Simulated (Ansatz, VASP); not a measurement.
ZnSiP2 in VASP and in Ansatz

```xyz
8
Lattice="-2.7089 2.7089 5.2688 2.7089 -2.7089 5.2688 2.7089 2.7089 -5.2688" Properties=species:S:1:pos:R:3 pbc="T T T"
Zn    0.0000    0.0000    0.0000
Zn    0.0000    2.7089    2.6344
Si    0.0000    0.0000    5.2688
Si    2.7089    0.0000    2.6344
P     1.4479    1.3545    1.3172
P     1.2610    1.3545    6.5860
P     1.3545    3.9699   -1.3172
P     1.3545   -1.2610    3.9516
```

Alike in both runs: functional PBE; k mesh 8 × 8 × 8; occupations gaussian, width 0.02 eV; no spin polarisation.

Ansatz relaxed the structure, and its values are those at the end. VASP's run is a single point on that final structure, the one shown.

|  | VASP | Ansatz |
| --- | --- | --- |
| version | VASP 6.6.1 | Ansatz 0.2.0 |
| potentials or method | VASP PAW PBE potentials, release 64 (Zn, Si, P), cutoff 500 eV | scalar-relativistic, plane waves, PAW |
| valence electrons in the cell | 52 | 52 |

|  | VASP | Ansatz | Ansatz less VASP |
| --- | --- | --- | --- |
| gap on the k mesh at the Fermi level (eV) | 1.36 | 1.36 | -0.003 |
| least direct gap on the mesh (eV) | 1.36 | 1.36 | -0.003 |
| pressure (GPa) | 0.0 | 0.0 | 0.00 |
| rms of the force components (eV/Å) | 0.013 | 0.001 | -0.0121 |

The functional is the same, so the differences come from potentials, cutoffs and numerics.
